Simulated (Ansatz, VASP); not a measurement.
# Cu in VASP and in Ansatz

```xyz
1
Lattice="11.3741 0.0000 0.0000 0.0000 2.2003 0.0000 -4.5177 0.0000 21.3748" Properties=species:S:1:pos:R:3 pbc="T T T"
Cu    3.4282    1.1001   10.6874
```

Alike in both runs: task single point; functional r2SCAN; k mesh 3 × 13 × 2; no spin polarisation.

|  | VASP | Ansatz |
| --- | --- | --- |
| version | VASP 6.6.1 | Ansatz 0.2.0 |
| potentials or method | VASP PAW PBE potentials, release 64 (Cu), cutoff 520 eV | plane waves, PAW |
| occupations | methfessel-paxton of order 1, width 0.1 eV | cold, width 0.1 eV |
| valence electrons in the cell | 11 | 19 |

|  | VASP | Ansatz | Ansatz less VASP |
| --- | --- | --- | --- |
| pressure (GPa) | 0.1 | 0.1 | -0.01 |
| traceless stress, the component that is largest in VASP (GPa) | 0.18 | 0.16 | -0.021 |

VASP's potentials were made for PBE, not for r2SCAN. VASP's potentials hold 11 valence electrons a cell and Ansatz's 19, so a difference there can come from the potentials and not from the codes.
